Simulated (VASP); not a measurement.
Here is a VASP 6.6.1 calculation.

Contents of INCAR:

```
PREC = Accurate
ENCUT = 520
EDIFF = 1E-6
ISMEAR = 0
SIGMA = 0.1
LREAL = False
LASPH = True
NELM = 100
ALGO = Normal
ISIF = 2
LWAVE = False
LCHARG = True
GGA = PE
LELF = True
LVHAR = True
NBANDS = 16
```

Contents of KPOINTS:

```
regular mesh
0
Gamma
  6 6 6
```

File POSCAR:

```
Al3C2
1.0
    1.5653232359      0.9037397901      6.7736535391
   -1.5653232359      0.9037397901      6.7736535391
    0.0000000000     -1.8074795847      6.7736535385
Al C
3 2
Direct
    0.0000000000      0.0000000000      0.0000000000
    0.2282915180      0.2282915180      0.2282915180
    0.7717084820      0.7717084820      0.7717084820
    0.3949892641      0.3949892641      0.3949892641
    0.6050107359      0.6050107359      0.6050107359
```

Potentials or basis: VASP PAW PBE potentials, release 64 (Al, C).

Launch:

```console
$ cat potpaw_PBE.64/Al/POTCAR potpaw_PBE.64/C/POTCAR > POTCAR
$ mpirun -np 1 vasp_std > vasp.out
```

(1) Estimate the pressure.

(2) What does it give for the band gap on the k mesh?

(3) What does it give for the largest force?

Results:

(1) -0.1 GPa.

(2) zero (an odd number of electrons rules out a gap without spin polarisation).

(3) 0.010 eV/Å.

Caveat: the k points lie up to 0.39 Å⁻¹ apart, too coarse for converged energies and pressures of a metal.
